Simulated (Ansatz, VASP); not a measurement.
## Bi2Se3 in VASP and in Ansatz

Contents of INCAR:

```
SYSTEM = Bi2Se3
ALGO = Normal
EDIFF = 1E-8
ENCUT = 520
GGA = PS
ISIF = 2
ISMEAR = -1
LASPH = .TRUE.
LCHARG = .FALSE.
LEFG = .TRUE.
LREAL = .FALSE.
LWAVE = .FALSE.
NBANDS = 32
NELM = 100
PREC = Accurate
SIGMA = 0.03
```

Contents of KPOINTS:

```
k-points
0
G
  6 6 6
  0 0 0
```

File POSCAR:

```
Bi2Se3
1.0
    2.1252058502      1.2540648231      9.5616673999
   -2.0177927434      1.2333498301      9.5409524069
    0.0357668432     -2.3442347033      9.5333701932
Bi Se
2 3
Direct
    0.4008000000      0.4008000000      0.4008000000
    0.5992000000      0.5992000000      0.5992000000
    0.0000000000      0.0000000000      0.0000000000
    0.2117000000      0.2117000000      0.2117000000
    0.7883000000      0.7883000000      0.7883000000
```

Input for Ansatz:

```yaml
crystal:
  lattice:
    - [2.1252058502, 1.2540648231, 9.5616673999]
    - [-2.0177927434, 1.2333498301, 9.5409524069]
    - [0.0357668432, -2.3442347033, 9.5333701932]
  atoms:
    - { symbol: Bi, position: [0.4008, 0.4008, 0.4008] }
    - { symbol: Bi, position: [0.5992, 0.5992, 0.5992] }
    - { symbol: Se, position: [0.0, 0.0, 0.0] }
    - { symbol: Se, position: [0.2117, 0.2117, 0.2117] }
    - { symbol: Se, position: [0.7883, 0.7883, 0.7883] }
kpoints:
  mp_grid: { grid: [6, 6, 6] }
scf:
  occupations: { method: fermi_dirac, width: 0.03 }
hamiltonian:
  xc: pbesol
  pseudopotentials: { kind: all_electron, datasets: crystal }
output:
  forces: true
  stress: true
  eigenvalues: true
  efg: { contact_densities: true }
```

Change from the starting cell: equal xy, yz and zx shear strains of +1 %, crystal datasets.

Alike in both runs: task electric field gradients; functional PBEsol; k mesh 6 × 6 × 6; occupations fermi-dirac, width 0.03 eV; no spin polarisation.

|  | VASP | Ansatz |
| --- | --- | --- |
| version | VASP 6.6.1 | Ansatz 0.2.0 |
| potentials or method | VASP PAW PBE potentials, release 64 (Bi_d, Se), cutoff 520 eV | all-electron PAW with datasets made for the crystal, scalar-relativistic |

VASP gave:

```
pressure (GPa)                                                : -0.3
traceless stress, the component that is largest in VASP (GPa) : -0.58
rms of the force components (eV/Å)                            : 0.086
size of Vzz on the site where it differs most (V/Å²)          : 73.0
```

What did Ansatz give for the same quantities?

Pressure (GPa): -0.3; traceless stress, the component that is largest in VASP (GPa): -0.57; rms of the force components (eV/Å): 0.080; size of Vzz on the site where it differs most (V/Å²): 76.5.

VASP's potentials were made for PBE, not for PBEsol. Atom by atom the forces differ by 0.007 eV/Å (rms over components). Ansatz ran all-electron here, and VASP with PAW potentials.

Spin-orbit coupling is off throughout.
